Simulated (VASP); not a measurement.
The system is PbSe.

```xyz
2
Lattice="0.0000 3.4232 3.4232 3.4232 0.0000 3.4232 3.4232 3.4232 0.0000" Properties=species:S:1:pos:R:3 pbc="T T T"
Pb    0.0000    0.0000    0.0000
Se    1.7116    1.7116    1.7116
```

Base run:

* Program: VASP 6.6.1
* Functional: HSE06
* Potentials or basis: VASP PAW PBE potentials, release 64 (Pb_d, Se)
* Cutoff: 520 eV
* k mesh: 4 × 4 × 4
* Occupations: gaussian, width 0.01 eV
* Spin: no spin polarisation

Its results: band gap on the k mesh 1.07 eV, indirect (least direct gap 1.66 eV); pressure 0.0 GPa.

Task: The run is repeated on the same cell with these changes: functional from HSE06 to PBE-based screened hybrid; screening parameter from 0.2079 1/Å to 0.1 1/Å. What comes out?

Result: Band gap on the k mesh 1.51 eV, indirect (least direct gap 2.12 eV); pressure -0.2 GPa.

Caveats: the PAW data sets were made with another functional, which shifts forces and pressure a little; spin-orbit coupling is left out, which moves the levels of the heavy elements.

A k mesh can miss the band edges.
